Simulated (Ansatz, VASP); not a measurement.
## Au in VASP and in Ansatz

File INCAR:

```
SYSTEM = Au
PREC = Accurate ; ENCUT = 500
EDIFF = 1E-6 ; ISMEAR = 0
SIGMA = 0.15 ; LREAL = .False.
LASPH = .True. ; NELM = 120
ALGO = Normal ; ISIF = 2
LWAVE = .False. ; LCHARG = .False.
GGA = PE ; NBANDS = 18
GGA_COMPAT = .False.
```

File KPOINTS:

```
Automatic mesh
0
Gamma
  18 18 10
  0 0 0
```

Contents of POSCAR:

```
Au
1.0
    2.9169619367      0.0000000000      0.0000000000
   -1.4584809683      2.5261631390      0.0000000000
    0.0000000000      0.0000000000      4.8900308251
Au
2
Direct
    0.2609977991      0.6666666667      0.7500000000
    0.7390022009      0.3333333333      0.2500000000
```

Input for Ansatz:

```yaml
crystal:
  lattice:
    - [2.9169619367, 0.0, 0.0]
    - [-1.4584809683, 2.526163139, 0.0]
    - [0.0, 0.0, 4.8900308251]
  atoms:
    - { symbol: Au, position: [0.2609977991, 0.6666666667, 0.75] }
    - { symbol: Au, position: [0.7390022009, 0.3333333333, 0.25] }
basis:
  ecutwfc: 420
kpoints:
  mp_grid: { grid: [18, 18, 10] }
hamiltonian:
  xc: pbe
scf:
  occupations: { method: gaussian, width: 0.15 }
output:
  forces: true
  stress: true
  eigenvalues: true
```

Change from the starting cell: mode 4 frozen in at -0.211 Å and mode 5 at +0.000 Å (largest displacements).

Alike in both runs: task single point; functional PBE; k mesh 18 × 18 × 10; occupations gaussian, width 0.15 eV; no spin polarisation.

|  | VASP | Ansatz |
| --- | --- | --- |
| version | VASP 6.6.1 | Ansatz 0.2.0 |
| potentials or method | VASP PAW PBE potentials, release 64 (Au), cutoff 500 eV | scalar-relativistic, plane waves, PAW |
| valence electrons in the cell | 22 | 38 |

```csv
,VASP,Ansatz,Ansatz less VASP
gap on the k mesh at the Fermi level (eV),none,none,-
pressure (GPa),1.0,1.3,+0.23
"traceless stress, the component that is largest in VASP (GPa)",2.28,2.30,+0.027
rms of the force components (eV/Å),0.170,0.171,+0.0009
```

Atom by atom the forces differ by 0.001 eV/Å (rms over components). A gap of «none» marks a metal or a gap that the smearing closes. With one functional, cell and mesh, what is left measures potentials, basis and numerics. VASP's potentials hold 22 valence electrons a cell and Ansatz's 38, so a difference there can come from the potentials and not from the codes.

Spin-orbit coupling is off throughout.
